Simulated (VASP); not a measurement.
# CrO2 (P4_2/mnm) in VASP: single point with PBE

Aim: the single point of CrO2 with PBE.

Program: VASP 6.6.1. These are calculated values, not measurements. Logs are shortened: lines on timing, memory, paths and dates and some standing lists are left out, and cuts for length are marked.

## Step 1: The cell of the first run

The structure is tetragonal, space group P4_2/mnm (No. 136). The conventional cell has a = 4.444 Å, b = 4.444 Å, c = 2.922 Å, α = 90.00°, β = 90.00°, γ = 90.00°. Within 2.5 Å of Cr (site symmetry mmm) lie 6 O at 1.91 Å. O (site symmetry m2m) has 3 Cr at 1.91 Å and 1 O at 2.47 Å within 2.5 Å.

## Step 2: Single point, PBE

Contents of INCAR:

```
SYSTEM = CrO2
PREC     = Accurate       ! precision mode
ENCUT    = 520            ! plane-wave cutoff, eV
EDIFF    = 1E-6           ! SCF threshold, eV
ISMEAR   = 0              ! smearing method
SIGMA    = 0.05           ! smearing width, eV
LREAL    = .FALSE.        ! projectors in reciprocal space
LASPH    = .TRUE.         ! aspherical terms in the spheres
NELM     = 60             ! most SCF steps
ALGO     = Normal         ! electronic algorithm
ISIF     = 2              ! what is computed and relaxed
LWAVE    = .FALSE.        ! write WAVECAR
LCHARG   = .FALSE.        ! write CHGCAR
GGA      = PE             ! functional
NBANDS   = 33             ! bands
```

Contents of KPOINTS:

```
regular mesh
0
G
  6 6 10
  0 0 0
```

Contents of POSCAR:

```
CrO2
1.0
    4.4439090576      0.0000000000      0.0000000000
    0.0000000000      4.4439090576      0.0000000000
    0.0000000000      0.0000000000      2.9217460561
Cr O
2 4
Direct
    0.0000000000      0.0000000000      0.0000000000
    0.5000000000      0.5000000000      0.5000000000
    0.3036626104      0.3036626104      0.0000000000
    0.1963373896      0.8036626104      0.5000000000
    0.6963373896      0.6963373896      0.0000000000
    0.8036626104      0.1963373896      0.5000000000
```

Potentials or basis: VASP PAW PBE potentials, release 64 (Cr_pv, O).

The run is started by

```sh
$ cat potpaw_PBE.64/Cr_pv/POTCAR potpaw_PBE.64/O/POTCAR > POTCAR
$ mpirun -np 1 vasp_std > vasp.out
```

OUTCAR:

```text
SYSTEM = CrO2
   PREC = Accurate
   ENCUT = 520
   EDIFF = 1E-6
   ISMEAR = 0
   LREAL = .FALSE.
   LASPH = .TRUE.
   NELM = 60
   ISIF = 2
   GGA = PE

 ion  position               nearest neighbor table
   1  0.000  0.000  0.000-   3 1.91   5 1.91   4 1.91   6 1.91   4 1.91   6 1.91
   2  0.500  0.500  0.500-   4 1.91   6 1.91   5 1.91   3 1.91   3 1.91   5 1.91
   3  0.304  0.304  0.000-   1 1.91   2 1.91   2 1.91
   4  0.196  0.804  0.500-   2 1.91   1 1.91   1 1.91
   5  0.696  0.696  0.000-   1 1.91   2 1.91   2 1.91
   6  0.804  0.196  0.500-   2 1.91   1 1.91   1 1.91

  LATTYP: Found a simple tetragonal cell.
 ALAT       =     4.4439090576
 C/A-ratio  =     0.6574720630

  Lattice vectors:

 A1 = (   4.4439090576,   0.0000000000,   0.0000000000)
 A2 = (   0.0000000000,   4.4439090576,   0.0000000000)
 A3 = (   0.0000000000,   0.0000000000,   2.9217460561)

Analysis of symmetry for initial positions (statically):
=====================================================================
 Subroutine PRICEL returns:
 Original cell was already a primitive cell.

 Routine SETGRP: Setting up the symmetry group for a
 simple tetragonal supercell.

 Subroutine GETGRP returns: Found 16 space group operations
 (whereof  8 operations were pure point group operations)
 out of a pool of 16 trial point group operations.

The static configuration has the point symmetry D_2h.
 The point group associated with its full space group is D_4h.

Analysis of symmetry for dynamics (positions and initial velocities):
=====================================================================
 Subroutine PRICEL returns:
 Original cell was already a primitive cell.

 Routine SETGRP: Setting up the symmetry group for a
 simple tetragonal supercell.

 Subroutine GETGRP returns: Found 16 space group operations
 (whereof  8 operations were pure point group operations)
 out of a pool of 16 trial point group operations.

The dynamic configuration has the point symmetry D_2h.
 The point group associated with its full space group is D_4h.

 Subroutine INISYM returns: Found 16 space group operations
 (whereof  8 operations are pure point group operations),
 and found     1 'primitive' translations

----------------------------------------------------------------------------------------

                                     Primitive cell
[... 95 lines left out ...]
   LSORBIT =      F    spin-orbit coupling
   LASPH  =      T    aspherical Exc in radial PAW
   ENCUT  =  520.0 eV  38.22 Ry    6.18 a.u.   8.26  8.26  5.43*2*pi/ulx,y,z
   NELM   =     60;   NELMIN=  2; NELMDL= -5     # of ELM steps
   EDIFF  = 0.1E-05   stopping-criterion for ELM
   LREAL  =      F    real-space projection
   EDIFFG = 0.1E-04   stopping-criterion for IOM
   NSW    =      0    number of steps for IOM
   IBRION =     -1    ionic relax: 0-MD 1-quasi-New 2-CG
   NFREE  =      0    steps in history (QN), initial steepest desc. (CG)
   ISIF   =      2    stress and relaxation
   ISYM   =      2    0-nonsym 1-usesym 2-fastsym
   POTIM  = 0.5000    time-step for ionic-motion
   TEBEG  =    0.0;   TEEND  =   0.0 temperature during run
   PSTRESS=    0.0 pullay stress
   NELECT =      48.0000    total number of electrons
   NUPDOWN=      -1.0000    fix difference up-down
   EMIN   =  10.00;   EMAX   =-10.00  energy-range for DOS
   EFERMI =   0.00;   METHOD = LEGACY
   ISMEAR =     0;   SIGMA  =   0.05  broadening in eV -4-tet -1-fermi 0-gaus
   EFERMI_NEDOS =   21; number of points for ismear=-14 and -15
   IALGO  =     38    algorithm
   IMIX   =      4    mixing-type and parameters
     AMIX     =   0.40;   BMIX     =  1.00
     AMIX_MAG =   1.60;   BMIX_MAG =  1.00
  volume/ion in A,a.u.               =       9.62        64.90
  Fermi-wavevector in a.u.,A,eV,Ry     =   1.539682  2.909577 32.254244  2.370620
  Thomas-Fermi vector in A             =   2.645875
   LORBIT       =      0    0 simple, 1 ext, 2 COOP (PROOUT), +10 PAW based schemes
   GGA     = PE    functional components
   LHFCALC =     F    Hartree Fock is set to
   AEXX    =    0.0000 exact exchange contribution
   IVDW    =     0    specifies the selected vdW correction
   LEPSILON=     F    determine dielectric tensor
   LRPA    =     F    only Hartree local field effects (RPA)
 non-spin polarized calculation
 Gauss-broadening in eV      SIGMA  =   0.05
  energy-cutoff  :      520.00
  volume of cell :       57.70
 maximum number of plane-waves:      1576
 NGX is ok and might be reduce to    36
   NGX = 17   NGY = 17   NGZ = 11

 number of electron      48.0000004 magnetization

 Free energy of the ion-electron system (eV)
  ---------------------------------------------------
  ext. energy  EPLUGINS =         0.00000000
  ---------------------------------------------------
  free energy    TOTEN  =       -49.06595791 eV

  energy without entropy =      -49.05697128  energy(sigma->0) =      -49.06146459

 E-fermi :   5.7933     XC(G=0): -11.8744

 val. band max:        5.7927756839   @ k =   0.1667   0.1667   0.4000
 cond. band min:       5.7946319344   @ k =   0.3333   0.1667   0.1000
 fundamental gap:      0.0018562505
 Fermi energy:         5.7932951529

 k-point     1 :       0.0000    0.0000    0.0000
  band No.  band energies     occupation
      1     -38.4004      2.00000
      2     -38.3864      2.00000
      3     -38.3336      2.00000
      4     -38.3336      2.00000
      5     -38.2808      2.00000
      6     -38.2808      2.00000
[... 853 lines left out ...]
     32       9.5879      0.00000
     33      11.6182      0.00000

 [... further k-points ...]
[... 5 lines left out ...]
  --------------------------------------------------------------------------------------
  -------------------------------------------------------------------------------------
  Total        0.0515537      0.0515537     -7.2759711      0.0000000      0.0000000      0.0000000
  in kB        1.4315203      1.4315203   -202.0359960      0.0000000      0.0000000      0.0000000
  external PRESSURE =     -66.3909851 kB  Pullay stress =       0.0000000 kB

 VOLUME and BASIS-vectors are now :
 -----------------------------------------------------------------------------
  energy-cutoff  :      520.00
  volume of cell :       57.70
      direct lattice vectors                 reciprocal lattice vectors
     4.443909058  0.000000000  0.000000000     0.225027107  0.000000000  0.000000000
     0.000000000  4.443909058  0.000000000     0.000000000  0.225027107  0.000000000
     0.000000000  0.000000000  2.921746056     0.000000000  0.000000000  0.342261093

 POSITION                                       TOTAL-FORCE (eV/Angst)
 -----------------------------------------------------------------------------------
      0.00000      0.00000      0.00000         0.000000     -0.000000      0.000000
      2.22195      2.22195      1.46087         0.000000     -0.000000      0.000000
      1.34945      1.34945      0.00000        -0.389847     -0.389847     -0.000000
      0.87251      3.57140      1.46087         0.389847     -0.389847     -0.000000
      3.09446      3.09446      0.00000         0.389847      0.389847      0.000000
      3.57140      0.87251      1.46087        -0.389847      0.389847      0.000000
 -----------------------------------------------------------------------------------
    total drift:                                0.000000      0.000000     -0.000000

  FREE ENERGIE OF THE ION-ELECTRON SYSTEM (eV)
  ---------------------------------------------------
  free  energy   TOTEN  =       -49.0659579130 eV

  energy  without entropy=      -49.0569712751  energy(sigma->0) =      -49.06146459
```

OSZICAR:

```text
N       E                     dE             d eps       ncg     rms          rms(c)
DAV:   1     0.596163660307E+03    0.59616E+03   -0.26408E+04  3960   0.164E+03
DAV:   2    -0.137853660913E+02   -0.60995E+03   -0.55678E+03  4468   0.485E+02
DAV:   3    -0.648342943873E+02   -0.51049E+02   -0.49977E+02  4094   0.154E+02
DAV:   4    -0.658997676821E+02   -0.10655E+01   -0.10585E+01  4579   0.221E+01
DAV:   5    -0.659303534205E+02   -0.30586E-01   -0.30570E-01  5104   0.337E+00    0.388E+01
DAV:   6    -0.622385342911E+02    0.36918E+01   -0.89675E+01  4548   0.960E+01    0.467E+01
DAV:   7    -0.522926015964E+02    0.99459E+01   -0.49356E+01  4325   0.103E+02    0.167E+01
DAV:   8    -0.496483670388E+02    0.26442E+01   -0.67619E+00  4277   0.231E+01    0.640E+00
DAV:   9    -0.490894217513E+02    0.55895E+00   -0.85865E-01  5035   0.872E+00    0.199E+00
DAV:  10    -0.490765031223E+02    0.12919E-01   -0.11312E-01  4837   0.231E+00    0.129E+00
DAV:  11    -0.490898710286E+02   -0.13368E-01   -0.76624E-02  4105   0.392E+00    0.142E+00
DAV:  12    -0.490657201259E+02    0.24151E-01   -0.26282E-02  4466   0.242E+00    0.220E-01
DAV:  13    -0.490661637098E+02   -0.44358E-03   -0.41907E-03  4368   0.406E-01    0.174E-01
DAV:  14    -0.490661007443E+02    0.62966E-04   -0.22447E-04  5445   0.912E-02    0.122E-01
DAV:  15    -0.490659779370E+02    0.12281E-03   -0.18179E-04  4580   0.901E-02    0.503E-02
DAV:  16    -0.490659567428E+02    0.21194E-04   -0.58121E-05  5442   0.658E-02    0.104E-02
DAV:  17    -0.490659577827E+02   -0.10399E-05   -0.54683E-06  3536   0.219E-02    0.117E-02
DAV:  18    -0.490659579130E+02   -0.13027E-06   -0.14758E-06  2087   0.724E-03
   1 F= -.49065958E+02 E0= -.49061465E+02  d E =-.898664E-02
```

stdout:

```text
POSCAR found type information on POSCAR CrO
 POSCAR found :  2 types and       6 ions
 scaLAPACK will be used
 LDA part: xc-table for (Slater+PW92), standard interpolation
 POSCAR, INCAR and KPOINTS ok, starting setup
 FFT: planning ... GRIDC
 FFT: planning ... GRID_SOFT
 FFT: planning ... GRID
 WAVECAR not read
 entering main loop
```

Wall time 3.8 min (1 thread of AMD EPYC 7R13, shared host); peak memory 0.2 GiB.

What came out:

| Item | Value |
| --- | --- |
| Free energy | -49.0660 eV |
| Pressure | -6.6 GPa |
| Largest force | 0.551 eV/Å |
| Band gap on the k mesh | zero (bands 24 and 25 overlap by 0.58 eV) |

Forces on the atoms (eV/Å):
```
Cr   0.000  0.000  0.000
Cr   0.000  0.000  0.000
O   -0.390 -0.390  0.000
O    0.390 -0.390  0.000
O    0.390  0.390  0.000
O   -0.390  0.390  0.000
```

Stress tensor (GPa, compression positive):
```
  0.14   0.00   0.00
  0.00   0.14   0.00
  0.00   0.00 -20.20
```

Caveat: the stress differs along the axes, from -20 to 0 GPa; the run has no spin polarisation, though such a crystal can be magnetic; semilocal functionals often make such compounds metallic where correlation or magnetic order opens a gap, which also shifts bond lengths. Spin polarisation is off, so any magnetic state and its effect on volume and gap are missing.
